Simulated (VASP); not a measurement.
Set up this calculation in VASP 6.6.1, as the native input.

| Property | Result |
| --- | --- |
| Task | single point |
| Functional | PBE |
| Potentials or basis | VASP PAW PBE potentials, release 64 (Al, Pt) |
| Cutoff | 520 eV |
| k mesh | 13 × 13 × 5 |
| Occupations | gaussian, width 0.15 eV |
| Spin | no spin polarisation |
| Dipole correction | no |
| Further INCAR settings | ALGO = Fast; EDIFF = 1e-06; NBANDS = 34 |

The structure of Al2Pt lies in POSCAR:

```
Al2Pt
1.0
    2.9732041201     -2.9732041201      0.0000000000
    2.9732041201      0.0000000000     -2.9732041201
    5.7732031595      5.7732031595      5.7732031595
Al Pt
6 3
Direct
    0.6666666667      0.6666666667      0.4291844819
    1.0000000000      0.0000000000      0.0858506297
    0.3333333333      0.3333333333      0.7725183341
    0.6666666667      0.6666666667      0.9441852601
    1.0000000000      1.0000000000      0.6008514080
    0.3333333333      0.3333333333      0.2575175558
    0.0000000000      0.0000000000      0.8583517971
    0.3333333333      0.3333333333      0.5150179449
    0.6666666667      0.6666666667      0.1716840928
```

These files were run (other wordings do the same):

INCAR

```
PREC     = Accurate       # precision mode
ENCUT    = 520            # plane-wave cutoff, eV
EDIFF    = 1E-6           # SCF threshold, eV
ISMEAR   = 0              # smearing method
SIGMA    = 0.15           # smearing width, eV
LREAL    = False          # projectors in reciprocal space
LASPH    = True           # aspherical terms in the spheres
NELM     = 60             # most SCF steps
ALGO     = Fast           # electronic algorithm
ISIF     = 2              # what is computed and relaxed
LWAVE    = False          # write WAVECAR
LCHARG   = True           # write CHGCAR
GGA      = PE             # functional
LELF     = True           # ELF
LVHAR    = True         
NBANDS   = 34             # bands
```

KPOINTS

```
regular mesh
0
Gamma
  13 13 5
```

Potentials or basis: VASP PAW PBE potentials, release 64 (Al, Pt).

Run with:

```bash
$ cat potpaw_PBE.64/Al/POTCAR potpaw_PBE.64/Pt/POTCAR > POTCAR
$ mpirun -np 1 vasp_std > vasp.out
```

It gave:

The pressure is 5.8 GPa, the largest force is 2.547 eV/Å and the band gap on the k mesh is zero (band 24 reaches 10.60 eV, above the bottom of band 25 at 7.12 eV).

Caveat: spin-orbit coupling is left out, which moves the levels of the heavy elements; forces of over 1 eV/Å act on the atoms, so gaps and moduli don't describe the material at rest.

It took 18 min on 1 thread of Oxide Virtual Turin-like Processor, on a shared host, peak memory 0.49 GiB.
